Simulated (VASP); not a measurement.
# GaP (F-43m) in VASP: a series of runs

Aim: see how the results for GaP move with the level of theory and the settings. Levels: PBE, LDA. Tasks: single point.

Program: VASP 6.6.1. These are calculated values, not measurements. Logs are shortened: lines on timing, memory, paths and dates and some standing lists are left out, and cuts for length are marked.

## 1. The cell of the first run

Symmetry: F-43m, No. 216, cubic system. The conventional cell has a = 5.451 Å, b = 5.451 Å, c = 5.451 Å, α = 90.00°, β = 90.00°, γ = 90.00°. Ga (site symmetry -43m) has 4 P at 2.36 Å within 3.1 Å. P (site symmetry -43m) has 4 Ga at 2.36 Å within 3.1 Å.

## 2. Single point, PBE

File INCAR:

```
SYSTEM = GaP
PREC     = Accurate       ! precision mode
ENCUT    = 520            ! plane-wave cutoff, eV
EDIFF    = 1E-6           ! SCF threshold, eV
ISMEAR   = -1             ! smearing method
SIGMA    = 0.05           ! smearing width, eV
LREAL    = .FALSE.        ! projectors in reciprocal space
LASPH    = .TRUE.         ! aspherical terms in the spheres
NELM     = 100            ! most SCF steps
ALGO     = Normal         ! electronic algorithm
ISIF     = 2              ! what is computed and relaxed
LWAVE    = .FALSE.        ! write WAVECAR
LCHARG   = .FALSE.        ! write CHGCAR
GGA      = PE             ! functional
NBANDS   = 16             ! bands
```

File KPOINTS:

```
regular mesh
0
G
  4 4 4
  0 0 0
```

File POSCAR:

```
GaP
1.0
    0.0000000000      2.7252500000      2.7252500000
    2.7252500000      0.0000000000      2.7252500000
    2.7252500000      2.7252500000      0.0000000000
Ga P
1 1
Direct
    0.0000000000      0.0000000000      0.0000000000
    0.7500000000      0.7500000000      0.7500000000
```

Potentials or basis: VASP PAW PBE potentials, release 64 (Ga_d, P).

Started as:

```
$ cat potpaw_PBE.64/Ga_d/POTCAR potpaw_PBE.64/P/POTCAR > POTCAR
$ mpirun -np 1 vasp_std > vasp.out
```

OUTCAR:

```text
SYSTEM = GaP
   PREC = Accurate
   ENCUT = 520
   EDIFF = 1E-6
   ISMEAR = -1
   LREAL = .FALSE.
   LASPH = .TRUE.
   NELM = 100
   ISIF = 2
   GGA = PE

 ion  position               nearest neighbor table
   1  0.000  0.000  0.000-   2 2.36   2 2.36   2 2.36   2 2.36
   2  0.750  0.750  0.750-   1 2.36   1 2.36   1 2.36   1 2.36

  LATTYP: Found a face centered cubic cell.
 ALAT       =     5.4505000000

  Lattice vectors:

 A1 = (   0.0000000000,   2.7252500000,   2.7252500000)
 A2 = (   2.7252500000,   0.0000000000,   2.7252500000)
 A3 = (   2.7252500000,   2.7252500000,   0.0000000000)

Analysis of symmetry for initial positions (statically):
[... 5 lines left out ...]
 face centered cubic supercell.

 Subroutine GETGRP returns: Found 24 space group operations
 (whereof 24 operations were pure point group operations)
 out of a pool of 48 trial point group operations.

The static configuration has the point symmetry T_d .

Analysis of symmetry for dynamics (positions and initial velocities):
[... 5 lines left out ...]
 face centered cubic supercell.

 Subroutine GETGRP returns: Found 24 space group operations
 (whereof 24 operations were pure point group operations)
 out of a pool of 48 trial point group operations.

The dynamic configuration has the point symmetry T_d .

 Subroutine INISYM returns: Found 24 space group operations
 (whereof 24 operations are pure point group operations),
 and found     1 'primitive' translations

----------------------------------------------------------------------------------------

                                     Primitive cell

  volume of cell :      40.4808

  direct lattice vectors                    reciprocal lattice vectors
     0.000000000  2.725250000  2.725250000    -0.183469406  0.183469406  0.183469406
     2.725250000  0.000000000  2.725250000     0.183469406 -0.183469406  0.183469406
     2.725250000  2.725250000  0.000000000     0.183469406  0.183469406 -0.183469406

  length of vectors
     3.854085511  3.854085511  3.854085511     0.317778334  0.317778334  0.317778334

  position of ions in fractional coordinates (direct lattice)
     0.000000000  0.000000000  0.000000000
     0.750000000  0.750000000  0.750000000

  ion indices of the primitive-cell ions
   primitive index   ion index
                 1           1
                 2           2

----------------------------------------------------------------------------------------

 KPOINTS: regular mesh

Automatic generation of k-mesh.
 Grid dimensions read from file:
 generate k-points for:    4    4    4

 Generating k-lattice:

  Cartesian coordinates                     Fractional coordinates (reciprocal lattice)
    -0.045867352  0.045867352  0.045867352     0.250000000  0.000000000  0.000000000
     0.045867352 -0.045867352  0.045867352     0.000000000  0.250000000  0.000000000
     0.045867352  0.045867352 -0.045867352     0.000000000  0.000000000  0.250000000

  Length of vectors
     0.079444583  0.079444583  0.079444583

  Shift w.r.t. Gamma in fractional coordinates (k-lattice)
     0.000000000  0.000000000  0.000000000

 Subroutine IBZKPT returns following result:
 ===========================================

 Found      8 irreducible k-points:

 Following reciprocal coordinates:
            Coordinates               Weight
  0.000000  0.000000  0.000000      1.000000
  0.250000  0.000000  0.000000      8.000000
  0.500000  0.000000  0.000000      4.000000
  0.250000  0.250000  0.000000      6.000000
  0.500000  0.250000  0.000000     24.000000
 -0.250000  0.250000  0.000000     12.000000
  0.500000  0.500000  0.000000      3.000000
 -0.250000  0.500000  0.250000      6.000000
   k-points           NKPTS =      8   k-points in BZ     NKDIM =      8   number of bands    NBANDS=     16
   number of dos      NEDOS =    301   number of ions     NIONS =      2
   total plane-waves  NPLWV =  27000
   dimension x,y,z NGX =    30 NGY =   30 NGZ =   30
   dimension x,y,z NGXF=    60 NGYF=   60 NGZF=   60
   ions per type =               1   1
   NGX,Y,Z   is equivalent  to a cutoff of  12.94, 12.94, 12.94 a.u.
   NGXF,Y,Z  is equivalent  to a cutoff of  25.88, 25.88, 25.88 a.u.
 SYSTEM =  GaP
   PREC   = accura    normal or accurate (medium, high low for compatibility)
   ISTART =      0    job   : 0-new  1-cont  2-samecut
   ICHARG =      2    charge: 1-file 2-atom 10-const
   ISPIN  =      1    spin polarized calculation?
   LNONCOLLINEAR =      F non collinear calculations
   LSORBIT =      F    spin-orbit coupling
   LASPH  =      T    aspherical Exc in radial PAW
   ENCUT  =  520.0 eV  38.22 Ry    6.18 a.u.   7.17  7.17  7.17*2*pi/ulx,y,z
   NELM   =    100;   NELMIN=  2; NELMDL= -5     # of ELM steps
   EDIFF  = 0.1E-05   stopping-criterion for ELM
   LREAL  =      F    real-space projection
   EDIFFG = 0.1E-04   stopping-criterion for IOM
   NSW    =      0    number of steps for IOM
   IBRION =     -1    ionic relax: 0-MD 1-quasi-New 2-CG
   NFREE  =      0    steps in history (QN), initial steepest desc. (CG)
   ISIF   =      2    stress and relaxation
   ISYM   =      2    0-nonsym 1-usesym 2-fastsym
   POTIM  = 0.5000    time-step for ionic-motion
   TEBEG  =    0.0;   TEEND  =   0.0 temperature during run
   PSTRESS=    0.0 pullay stress
   NELECT =      18.0000    total number of electrons
   NUPDOWN=      -1.0000    fix difference up-down
   EMIN   =  10.00;   EMAX   =-10.00  energy-range for DOS
   EFERMI =   0.00;   METHOD = LEGACY
   ISMEAR =    -1;   SIGMA  =   0.05  broadening in eV -4-tet -1-fermi 0-gaus
   EFERMI_NEDOS =   21; number of points for ismear=-14 and -15
   IALGO  =     38    algorithm
   IMIX   =      4    mixing-type and parameters
     AMIX     =   0.40;   BMIX     =  1.00
     AMIX_MAG =   1.60;   BMIX_MAG =  1.00
  volume/ion in A,a.u.               =      20.24       136.59
  Fermi-wavevector in a.u.,A,eV,Ry     =   1.249538  2.361284 21.243377  1.561344
  Thomas-Fermi vector in A             =   2.383574
   LORBIT       =      0    0 simple, 1 ext, 2 COOP (PROOUT), +10 PAW based schemes
   GGA     = PE    functional components
   LHFCALC =     F    Hartree Fock is set to
   AEXX    =    0.0000 exact exchange contribution
   IVDW    =     0    specifies the selected vdW correction
   LEPSILON=     F    determine dielectric tensor
   LRPA    =     F    only Hartree local field effects (RPA)
 non-spin polarized calculation
  energy-cutoff  :      520.00
  volume of cell :       40.48
 maximum number of plane-waves:      1106
 NGX is ok and might be reduce to    30
   NGX = 15   NGY = 15   NGZ = 15

 number of electron      17.9999989 magnetization

 Free energy of the ion-electron system (eV)
  ---------------------------------------------------
  ext. energy  EPLUGINS =         0.00000000
  ---------------------------------------------------
  free energy    TOTEN  =        -8.97607851 eV

  energy without entropy =       -8.97607849  energy(sigma->0) =       -8.97607850

 E-fermi :   5.4980     XC(G=0):  -9.8108

 val. band max:        4.6987720851   @ k =   0.0000   0.0000   0.0000
 cond. band min:       6.3273911534   @ k =   0.5000   0.5000   0.0000
 fundamental gap:      1.6286190682
 Fermi energy:         5.4979882270

 k-point     1 :       0.0000    0.0000    0.0000
  band No.  band energies     occupation
      1      -9.8992      2.00000
      2      -9.8992      2.00000
      3      -9.8992      2.00000
      4      -9.8009      2.00000
      5      -9.8009      2.00000
      6      -7.8014      2.00000
[... 8 lines left out ...]
     15      14.4619      0.00000
     16      14.4619      0.00000

 k-point     2 :       0.2500    0.0000    0.0000
  band No.  band energies     occupation
      1      -9.9419      2.00000
      2      -9.8846      2.00000
      3      -9.8846      2.00000
      4      -9.7996      2.00000
      5      -9.7996      2.00000
      6      -7.0249      2.00000
[... 8 lines left out ...]
     15      13.6561      0.00000
     16      14.6076      0.00000

 k-point     3 :       0.5000    0.0000    0.0000
  band No.  band energies     occupation
      1      -9.9788      2.00000
      2      -9.8746      2.00000
      3      -9.8746      2.00000
      4      -9.7934      2.00000
      5      -9.7934      2.00000
      6      -5.7301      2.00000
[... 8 lines left out ...]
     15      16.3686      0.00000
     16      16.3686      0.00000

 k-point     4 :       0.2500    0.2500    0.0000
  band No.  band energies     occupation
      1      -9.9650      2.00000
      2      -9.8675      2.00000
      3      -9.8675      2.00000
      4      -9.8169      2.00000
      5      -9.7900      2.00000
      6      -6.7630      2.00000
[... 8 lines left out ...]
     15      15.4141      0.00000
     16      17.3846      0.00000

 k-point     5 :       0.5000    0.2500    0.0000
  band No.  band energies     occupation
      1      -9.9902      2.00000
      2      -9.8606      2.00000
      3      -9.8528      2.00000
      4      -9.8154      2.00000
      5      -9.7882      2.00000
      6      -5.4069      2.00000
[... 8 lines left out ...]
     15      16.4635      0.00000
     16      17.8981      0.00000

 k-point     6 :      -0.2500    0.2500    0.0000
  band No.  band energies     occupation
      1      -9.9735      2.00000
      2      -9.8704      2.00000
      3      -9.8657      2.00000
      4      -9.8022      2.00000
      5      -9.7990      2.00000
      6      -5.9185      2.00000
[... 8 lines left out ...]
     15      15.7641      0.00000
     16      18.0170      0.00000

 k-point     7 :       0.5000    0.5000    0.0000
  band No.  band energies     occupation
      1     -10.0147      2.00000
      2      -9.8364      2.00000
      3      -9.8342      2.00000
      4      -9.8342      2.00000
      5      -9.7792      2.00000
      6      -4.8240      2.00000
[... 8 lines left out ...]
     15      17.0806      0.00000
     16      17.6872      0.00000

 k-point     8 :      -0.2500    0.5000    0.2500
  band No.  band energies     occupation
      1      -9.9953      2.00000
      2      -9.8611      2.00000
      3      -9.8398      2.00000
      4      -9.8159      2.00000
      5      -9.7921      2.00000
      6      -4.7312      2.00000
[... 8 lines left out ...]
     15      16.5831      0.00000
     16      18.4236      0.00000

------------------------ aborting loop because EDIFF is reached ----------------------------------------

  FORCE on cell =-STRESS in cart. coord.  units (eV):
  Direction    XX          YY          ZZ          XY          YZ          ZX
  --------------------------------------------------------------------------------------
  -------------------------------------------------------------------------------------
  Total        0.7198700      0.7198700      0.7198700     -0.0000000      0.0000000     -0.0000000
  in kB       28.4915190     28.4915190     28.4915190     -0.0000000      0.0000000     -0.0000000
  external PRESSURE =      28.4915190 kB  Pullay stress =       0.0000000 kB

 VOLUME and BASIS-vectors are now :
 -----------------------------------------------------------------------------
  energy-cutoff  :      520.00
  volume of cell :       40.48
      direct lattice vectors                 reciprocal lattice vectors
     0.000000000  2.725250000  2.725250000    -0.183469406  0.183469406  0.183469406
     2.725250000  0.000000000  2.725250000     0.183469406 -0.183469406  0.183469406
     2.725250000  2.725250000  0.000000000     0.183469406  0.183469406 -0.183469406

 POSITION                                       TOTAL-FORCE (eV/Angst)
 -----------------------------------------------------------------------------------
      0.00000      0.00000      0.00000         0.000000     -0.000000      0.000000
      4.08788      4.08788      4.08788        -0.000000      0.000000     -0.000000
 -----------------------------------------------------------------------------------
    total drift:                               -0.000002     -0.000002     -0.000002

  FREE ENERGIE OF THE ION-ELECTRON SYSTEM (eV)
  ---------------------------------------------------
  free  energy   TOTEN  =        -8.9760785112 eV

  energy  without entropy=       -8.9760784925  energy(sigma->0) =       -8.97607850
```

Run time: 3.8 s. Hardware: 1 thread of Intel Xeon 6975P-C (Granite Rapids), shared host; peak memory 0.15 GiB.

What came out:

| Property | Result |
| --- | --- |
| Free energy | -8.9761 eV |
| Pressure | 2.8 GPa |
| Band gap on the k mesh | 1.63 eV, indirect (least direct gap 1.82 eV) |

Levels at points of the mesh, in eV from the valence-band top:
| k point | band 7 | band 8 | band 9 | band 10 | band 11 | band 12 |
| --- | --- | --- | --- | --- | --- | --- |
| (0.00, 0.00, 0.00) | 0.00 | 0.00 | 0.00 | 1.82 | 3.86 | 3.86 |
| (0.50, 0.00, 0.00) | -6.65 | -1.12 | -1.12 | 1.65 | 4.69 | 4.69 |
| (0.50, 0.50, 0.00) | -6.78 | -2.69 | -2.69 | 1.63 | 1.80 | 10.58 |

Caveat: the k points lie up to 0.50 Å⁻¹ apart.

(Part 1 of 2 ends here.)
